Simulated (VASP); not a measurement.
# SiF (P6/mmm) in VASP: single point with PBE

Aim: the single point of SiF with PBE.

All numbers are computed with VASP 6.6.1; they aren't measurements. Logs are shortened: lines on timing, memory, paths and dates and some standing lists are left out, and cuts for length are marked.

## (1) The cell of the first run

It takes space group P6/mmm (No. 191, hexagonal). Conventional cell: a = 2.693 Å, b = 2.693 Å, c = 3.820 Å, α = 90.00°, β = 90.00°, γ = 120.00°. Si (site symmetry 6/mmm) has 2 F at 1.91 Å within 2.5 Å. F (site symmetry 6/mmm) has 2 Si at 1.91 Å within 2.5 Å.

The cell was built from a structure type or drawn by symmetry, and may not be a known phase.

## (2) Single point, PBE

Contents of INCAR:

```
SYSTEM = SiF
PREC = Accurate
ENCUT = 600
EDIFF = 1E-6
ISMEAR = 0
SIGMA = 0.2
LREAL = .False.
LASPH = .True.
NELM = 120
ALGO = Normal
ISIF = 2
LWAVE = .False.
LCHARG = .False.
GGA = PE
NBANDS = 12
GGA_COMPAT = .False.
```

Contents of KPOINTS:

```
Automatic mesh
0
Gamma
  9 9 4
  0 0 0
```

Contents of POSCAR:

```
SiF
1.0
    2.6928497251      0.0000000000      0.0000000000
   -1.3464248625      2.3320762705      0.0000000000
    0.0000000000      0.0000000000      3.8203359108
Si F
1 1
Direct
    0.0000000000      0.0000000000      0.0000000000
    0.0000000000      0.0000000000      0.5000000000
```

Potentials or basis: VASP PAW PBE potentials, release 64 (Si, F).

Launch:

```sh
cat potpaw_PBE.64/Si/POTCAR potpaw_PBE.64/F/POTCAR > POTCAR
mpirun -np 1 vasp_std > vasp.out
```

OUTCAR:

```text
SYSTEM = SiF
   PREC = Accurate
   ENCUT = 600
   EDIFF = 1E-6
   ISMEAR = 0
   LREAL = .False.
   LASPH = .True.
   NELM = 120
   ISIF = 2
   GGA = PE

 ion  position               nearest neighbor table
   1  0.000  0.000  0.000-   2 1.91   2 1.91
   2  0.000  0.000  0.500-   1 1.91   1 1.91

  LATTYP: Found a hexagonal cell.
 ALAT       =     2.6928497251
 C/A-ratio  =     1.4186962886

  Lattice vectors:

 A1 = (   2.6928497251,   0.0000000000,   0.0000000000)
 A2 = (  -1.3464248625,   2.3320762705,   0.0000000000)
 A3 = (   0.0000000000,   0.0000000000,   3.8203359108)

Analysis of symmetry for initial positions (statically):
=====================================================================
 Subroutine PRICEL returns:
 Original cell was already a primitive cell.

 Routine SETGRP: Setting up the symmetry group for a
 hexagonal supercell.

 Subroutine GETGRP returns: Found 24 space group operations
 (whereof 24 operations were pure point group operations)
 out of a pool of 24 trial point group operations.

The static configuration has the point symmetry D_6h.

Analysis of symmetry for dynamics (positions and initial velocities):
=====================================================================
 Subroutine PRICEL returns:
 Original cell was already a primitive cell.

 Routine SETGRP: Setting up the symmetry group for a
 hexagonal supercell.

 Subroutine GETGRP returns: Found 24 space group operations
 (whereof 24 operations were pure point group operations)
 out of a pool of 24 trial point group operations.

The dynamic configuration has the point symmetry D_6h.

 Subroutine INISYM returns: Found 24 space group operations
 (whereof 24 operations are pure point group operations),
 and found     1 'primitive' translations

----------------------------------------------------------------------------------------

                                     Primitive cell

  volume of cell :      23.9914

  direct lattice vectors                    reciprocal lattice vectors
     2.692849725  0.000000000  0.000000000     0.371353808  0.214401221  0.000000000
    -1.346424862  2.332076270  0.000000000     0.000000000  0.428802442  0.000000000
     0.000000000  0.000000000  3.820335911     0.000000000  0.000000000  0.261757087

  length of vectors
     2.692849725  2.692849725  3.820335911     0.428802442  0.428802442  0.261757087

  position of ions in fractional coordinates (direct lattice)
     0.000000000  0.000000000  0.000000000
     0.000000000  0.000000000  0.500000000

  ion indices of the primitive-cell ions
   primitive index   ion index
                 1           1
                 2           2

----------------------------------------------------------------------------------------

 KPOINTS: Automatic mesh

Automatic generation of k-mesh.
 Grid dimensions read from file:
 generate k-points for:    9    9    4

 Generating k-lattice:

  Cartesian coordinates                     Fractional coordinates (reciprocal lattice)
     0.041261534  0.023822358  0.000000000     0.111111111 -0.000000000  0.000000000
     0.000000000  0.047644716  0.000000000     0.000000000  0.111111111  0.000000000
     0.000000000  0.000000000  0.065439272     0.000000000  0.000000000  0.250000000

  Length of vectors
     0.047644716  0.047644716  0.065439272

  Shift w.r.t. Gamma in fractional coordinates (k-lattice)
     0.000000000  0.000000000  0.000000000

 Subroutine IBZKPT returns following result:
 ===========================================

 Found     36 irreducible k-points:

 Following reciprocal coordinates:
            Coordinates               Weight
  0.000000  0.000000  0.000000      1.000000
  0.111111  0.000000  0.000000      6.000000
  0.222222 -0.000000  0.000000      6.000000
  0.333333 -0.000000  0.000000      6.000000
  0.444444 -0.000000  0.000000      6.000000
  0.111111  0.111111  0.000000      6.000000
[... 16 lines left out ...]
  0.333333  0.222222  0.250000     24.000000
  0.333333  0.333333  0.250000      4.000000
 [... further k-points ...]
   k-points           NKPTS =     36   k-points in BZ     NKDIM =     36   number of bands    NBANDS=     12
   number of dos      NEDOS =    301   number of ions     NIONS =      2
   total plane-waves  NPLWV =  18432
   dimension x,y,z NGX =    24 NGY =   24 NGZ =   32
   dimension x,y,z NGXF=    48 NGYF=   48 NGZF=   64
   ions per type =               1   1
   NGX,Y,Z   is equivalent  to a cutoff of  14.82, 14.82, 13.93 a.u.
   NGXF,Y,Z  is equivalent  to a cutoff of  29.63, 29.63, 27.85 a.u.
 SYSTEM =  SiF
   PREC   = accura    normal or accurate (medium, high low for compatibility)
   ISTART =      0    job   : 0-new  1-cont  2-samecut
   ICHARG =      2    charge: 1-file 2-atom 10-const
   ISPIN  =      1    spin polarized calculation?
   LNONCOLLINEAR =      F non collinear calculations
   LSORBIT =      F    spin-orbit coupling
   LASPH  =      T    aspherical Exc in radial PAW
   ENCUT  =  600.0 eV  44.10 Ry    6.64 a.u.   5.38  5.38  7.63*2*pi/ulx,y,z
   NELM   =    120;   NELMIN=  2; NELMDL= -5     # of ELM steps
   EDIFF  = 0.1E-05   stopping-criterion for ELM
   LREAL  =      F    real-space projection
   EDIFFG = 0.1E-04   stopping-criterion for IOM
   NSW    =      0    number of steps for IOM
   IBRION =     -1    ionic relax: 0-MD 1-quasi-New 2-CG
   NFREE  =      0    steps in history (QN), initial steepest desc. (CG)
   ISIF   =      2    stress and relaxation
   ISYM   =      2    0-nonsym 1-usesym 2-fastsym
   POTIM  = 0.5000    time-step for ionic-motion
   TEBEG  =    0.0;   TEEND  =   0.0 temperature during run
   PSTRESS=    0.0 pullay stress
   NELECT =      11.0000    total number of electrons
   NUPDOWN=      -1.0000    fix difference up-down
   EMIN   =  10.00;   EMAX   =-10.00  energy-range for DOS
   EFERMI =   0.00;   METHOD = LEGACY
   ISMEAR =     0;   SIGMA  =   0.20  broadening in eV -4-tet -1-fermi 0-gaus
   EFERMI_NEDOS =   21; number of points for ismear=-14 and -15
   IALGO  =     38    algorithm
   IMIX   =      4    mixing-type and parameters
     AMIX     =   0.40;   BMIX     =  1.00
     AMIX_MAG =   1.60;   BMIX_MAG =  1.00
  volume/ion in A,a.u.               =      12.00        80.95
  Fermi-wavevector in a.u.,A,eV,Ry     =   1.262371  2.385535 21.681971  1.593580
  Thomas-Fermi vector in A             =   2.395782
   LORBIT       =      0    0 simple, 1 ext, 2 COOP (PROOUT), +10 PAW based schemes
   GGA     = PE    functional components
   LHFCALC =     F    Hartree Fock is set to
   AEXX    =    0.0000 exact exchange contribution
   IVDW    =     0    specifies the selected vdW correction
   LEPSILON=     F    determine dielectric tensor
   LRPA    =     F    only Hartree local field effects (RPA)
 non-spin polarized calculation
 Gauss-broadening in eV      SIGMA  =   0.20
  energy-cutoff  :      600.00
  volume of cell :       23.99
 maximum number of plane-waves:       825
 NGX is ok and might be reduce to    24
   NGX = 11   NGY = 11   NGZ = 15

 number of electron      10.9999996 magnetization

 Free energy of the ion-electron system (eV)
  ---------------------------------------------------
  ext. energy  EPLUGINS =         0.00000000
  ---------------------------------------------------
  free energy    TOTEN  =        -9.88117499 eV

  energy without entropy =       -9.87726537  energy(sigma->0) =       -9.87922018

 E-fermi :   7.5852     XC(G=0): -10.6923

 val. band max:        7.4157814385   @ k =   0.0000   0.0000   0.5000
 cond. band min:       7.6843530362   @ k =   0.3333  -0.0000   0.2500
 fundamental gap:      0.2685715977
 Fermi energy:         7.5852210172

 k-point     1 :       0.0000    0.0000    0.0000
  band No.  band energies     occupation
      1     -18.8649      2.00000
      2      -3.3686      2.00000
      3      -2.8808      2.00000
      4       2.0217      2.00000
      5       2.0217      2.00000
      6      11.9516      0.00000
      7      16.6821      0.00000
      8      18.3175      0.00000
      9      18.3175      0.00000
     10      19.7038      0.00000
     11      19.7038      0.00000
     12      22.4189      0.00000

 k-point     2 :       0.1111    0.0000    0.0000
  band No.  band energies     occupation
      1     -18.7947      2.00000
      2      -3.1228      2.00000
      3      -2.7680      2.00000
      4       1.7724      2.00000
      5       1.9554      2.00000
      6      12.0025      0.00000
      7      15.3858      0.00000
      8      16.8182      0.00000
      9      17.1766      0.00000
     10      19.1631      0.00000
     11      21.7703      0.00000
     12      23.9499      0.00000

 k-point     3 :       0.2222   -0.0000    0.0000
  band No.  band energies     occupation
      1     -18.6121      2.00000
      2      -2.4700      2.00000
      3      -2.4551      2.00000
      4       1.2679      2.00000
      5       1.7909      2.00000
      6      11.4684      0.00000
      7      12.1746      0.00000
      8      15.3257      0.00000
      9      17.5265      0.00000
     10      18.6761      0.00000
     11      21.1036      0.00000
     12      23.9596      0.00000

 k-point     4 :       0.3333   -0.0000    0.0000
  band No.  band energies     occupation
      1     -18.3958      2.00000
      2      -2.1071      2.00000
      3      -1.7237      2.00000
      4       1.2068      2.00000
      5       1.6090      2.00000
      6       7.9086      0.02222
      7      12.5076      0.00000
      8      14.3299      0.00000
      9      16.4737      0.00000
     10      18.4679      0.00000
     11      20.3138      0.00000
     12      22.9897      0.00000

 k-point     5 :       0.4444   -0.0000    0.0000
  band No.  band energies     occupation
      1     -18.2491      2.00000
      2      -1.8546      2.00000
      3      -1.4904      2.00000
      4       1.4932      2.00000
      5       2.3719      2.00000
      6       4.9614      2.00000
      7      12.9251      0.00000
      8      13.8349      0.00000
      9      15.8786      0.00000
     10      16.7561      0.00000
     11      22.0743      0.00000
     12      22.4622      0.00000
[... 228 lines left out ...]
      1     -18.1806      2.00000
      2      -2.4507      2.00000
      3      -1.0212      2.00000
      4       1.2230      2.00000
      5       3.3973      2.00000
      6       4.5765      2.00000
      7      11.0430      0.00000
      8      14.2377      0.00000
      9      14.7202      0.00000
     10      18.6871      0.00000
     11      21.0097      0.00000
     12      24.1605      0.00000

 k-point    22 :       0.2222    0.2222    0.2500
  band No.  band energies     occupation
      1     -18.2662      2.00000
      2      -3.0110      2.00000
      3      -0.5644      2.00000
      4       1.0673      2.00000
      5       2.2788      2.00000
      6       8.3091      0.00000
      7       8.8584      0.00000
      8      12.7668      0.00000
      9      18.1896      0.00000
     10      18.7224      0.00000
     11      22.4296      0.00000
     12      23.0345      0.00000

 k-point    23 :       0.3333    0.2222    0.2500
  band No.  band energies     occupation
      1     -18.1573      2.00000
      2      -2.3945      2.00000
      3      -0.6472      2.00000
      4       0.6378      2.00000
      5       3.4571      2.00000
      6       5.7740      2.00000
      7       8.2710      0.00000
      8      14.0918      0.00000
      9      16.0520      0.00000
     10      17.9904      0.00000
     11      23.1428      0.00000
     12      23.9463      0.00000

 k-point    24 :       0.3333    0.3333    0.2500
  band No.  band energies     occupation
      1     -18.1198      2.00000
      2      -2.2063      2.00000
      3      -0.1119      2.00000
      4      -0.1119      2.00000
      5       4.9788      2.00000
      6       4.9788      2.00000
      7       6.6447      2.00000
      8      15.7441      0.00000
      9      15.7441      0.00000
     10      16.0051      0.00000
     11      24.5891      0.00000
     12      24.5891      0.00000

 [... further k-points ...]
[... 5 lines left out ...]
  --------------------------------------------------------------------------------------
  -------------------------------------------------------------------------------------
  Total        0.0015798      0.0015798      0.0831617      0.0000000      0.0000000      0.0000000
  in kB        0.1055037      0.1055037      5.5536367      0.0000000      0.0000000      0.0000000
  external PRESSURE =       1.9215480 kB  Pullay stress =       0.0000000 kB

 VOLUME and BASIS-vectors are now :
 -----------------------------------------------------------------------------
  energy-cutoff  :      600.00
  volume of cell :       23.99
      direct lattice vectors                 reciprocal lattice vectors
     2.692849725  0.000000000  0.000000000     0.371353808  0.214401221  0.000000000
    -1.346424862  2.332076270  0.000000000     0.000000000  0.428802442  0.000000000
     0.000000000  0.000000000  3.820335911     0.000000000  0.000000000  0.261757087

 POSITION                                       TOTAL-FORCE (eV/Angst)
 -----------------------------------------------------------------------------------
      0.00000      0.00000      0.00000        -0.000000      0.000000      0.000000
      0.00000      0.00000      1.91017         0.000000      0.000000      0.000000
 -----------------------------------------------------------------------------------
    total drift:                                0.000000      0.000000      0.000000

  FREE ENERGIE OF THE ION-ELECTRON SYSTEM (eV)
  ---------------------------------------------------
  free  energy   TOTEN  =        -9.8811749939 eV

  energy  without entropy=       -9.8772653702  energy(sigma->0) =       -9.87922018
```

It took 3.8 s on 1 thread of Intel Xeon 6975P-C (Granite Rapids), shared host; peak memory 0.14 GiB.

What came out:

```
Free energy            : -9.8812 eV
Pressure               : 0.2 GPa
Band gap on the k mesh : zero (an odd number of electrons rules out a gap without spin polarisation)
```

Levels at points of the mesh, in eV from the Fermi level:
| k point | band 1 | band 2 | band 3 | band 4 | band 5 | band 6 | band 7 | band 8 | band 9 | band 10 |
| --- | --- | --- | --- | --- | --- | --- | --- | --- | --- | --- |
| (0.00, 0.00, 0.00) | -26.45 | -10.95 | -10.47 | -5.56 | -5.56 | 4.37 | 9.10 | 10.73 | 10.73 | 12.12 |
| (0.00, 0.00, 0.50) | -26.34 | -13.77 | -5.63 | -5.54 | -5.54 | -0.17 | 10.00 | 10.00 | 12.11 | 12.49 |

Caveat: the k points lie up to 0.41 Å⁻¹ apart, too coarse for converged energies and pressures of a metal; an odd number of electrons without spin polarisation forces a metal; a magnetic or distorted state may lie lower.
